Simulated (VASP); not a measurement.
MgCdS4:

```
CELL_PARAMETERS angstrom
4.60833 0.00000 0.00000
0.00000 4.60833 0.00000
0.00000 0.00000 9.56858
ATOMIC_POSITIONS crystal
Mg 0.50000 0.50000 0.50000
Cd 0.00000 0.00000 0.00000
S 0.50000 0.00000 0.00000
S 0.00000 0.50000 0.00000
S 0.00000 0.00000 0.38812
S 0.00000 0.00000 0.61188
```

The cell was built from a structure type or drawn by symmetry, and may not be a known phase.

```yaml
Program: VASP 6.6.1
Task: relaxation of cell and atoms
Functional: PBE
Potentials_or_basis: VASP PAW PBE potentials, release 64 (Mg, Cd, S)
Cutoff: 600 eV
k_mesh: 8 × 8 × 4
Occupations: gaussian, width 0.1 eV
Spin: no spin polarisation
```

At the start: pressure 0.6 GPa; volume 33.87 Å³/atom.

Question: Where does the relaxation end?

Answer: Over 5 steps the energy falls by 4.6 meV/atom and the volume is 34.57 Å³/atom (+2.1 %); space group P4/mmm (No. 123, to 0.1 Å) before and after.

The path:
| step | energy change (eV) | largest force (eV/Å) | pressure (GPa) | volume (Å³) |
| --- | --- | --- | --- | --- |
| 1 | 0.0000 | 0.4016 | 0.61 | 203.21 |
| 2 | -0.0272 | 0.1175 | 0.12 | 206.98 |
| 3 | -0.0273 | 0.0865 | 0.14 | 206.76 |
| 4 | -0.0277 | 0.0487 | -0.07 | 207.74 |
| 5 | -0.0278 | 0.0009 | 0.00 | 207.39 |

Final structure:
```xyz
6
Lattice="4.6678 0.0000 0.0000 0.0000 4.6678 0.0000 0.0000 0.0000 9.5186" Properties=species:S:1:pos:R:3 pbc="T T T"
Mg    2.3339    2.3339    4.7593
Cd    0.0000    0.0000    0.0000
S     2.3339    0.0000    0.0000
S     0.0000    2.3339    0.0000
S     0.0000    4.6678    3.7101
S     0.0000    0.0000    5.8085
```
